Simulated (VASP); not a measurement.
Crystal: Ta2GeO.

```
CELL_PARAMETERS angstrom
2.65073 -2.67832 0.00000
2.65073 2.67832 0.00000
0.00000 0.00000 4.90614
ATOMIC_POSITIONS crystal
Ta 0.50000 0.50000 0.00000
Ta 0.00000 0.00000 0.50000
Ge 0.00000 0.00000 0.00000
O 0.50000 0.50000 0.50000
```

- Program: VASP 6.6.1
- Task: relaxation of cell and atoms
- Functional: PBE
- Potentials or basis: VASP PAW PBE potentials, release 64 (Ta_pv, Ge_d, O)
- Cutoff: 600 eV
- k mesh: 4 × 4 × 4
- Occupations: gaussian, width 0.1 eV
- Spin: no spin polarisation

At the start: pressure -14.3 GPa; volume 17.42 Å³/atom.

Problem. How do energy, volume and symmetry change on relaxing?

Solution. Over 8 steps the energy falls by 147.4 meV/atom and the volume is 15.33 Å³/atom (-12.0 %); space group P4/mmm (No. 123, to 0.05 Å).

The path:
| step | energy change (eV) | largest force (eV/Å) | pressure (GPa) | volume (Å³) |
| --- | --- | --- | --- | --- |
| 1 | 0.0000 | 0.0000 | -14.30 | 69.66 |
| 2 | -0.1664 | 0.0000 | 23.24 | 55.07 |
| 3 | -0.5152 | 0.0000 | 1.97 | 60.92 |
| 4 | -0.5712 | 0.0000 | 2.04 | 60.63 |
| 5 | -0.5866 | 0.0000 | 1.56 | 60.75 |
| 6 | -0.5866 | 0.0000 | 1.52 | 60.75 |
| 7 | -0.5870 | 0.0000 | -1.47 | 61.84 |
| 8 | -0.5894 | 0.0000 | -0.06 | 61.31 |

Final structure:
```
Ta Ge O
1.0
     2.48807   -2.49137    0.00000
     2.48807    2.49137    0.00000
     0.00000    0.00000    4.94565
Ta Ge O
2 1 1
Cartesian
  2.4881 0.0000 0.0000
  0.0000 0.0000 2.4728
  0.0000 0.0000 0.0000
  2.4881 0.0000 2.4728
```

Caveat: the k points lie up to 0.45 Å⁻¹ apart in the final cell.
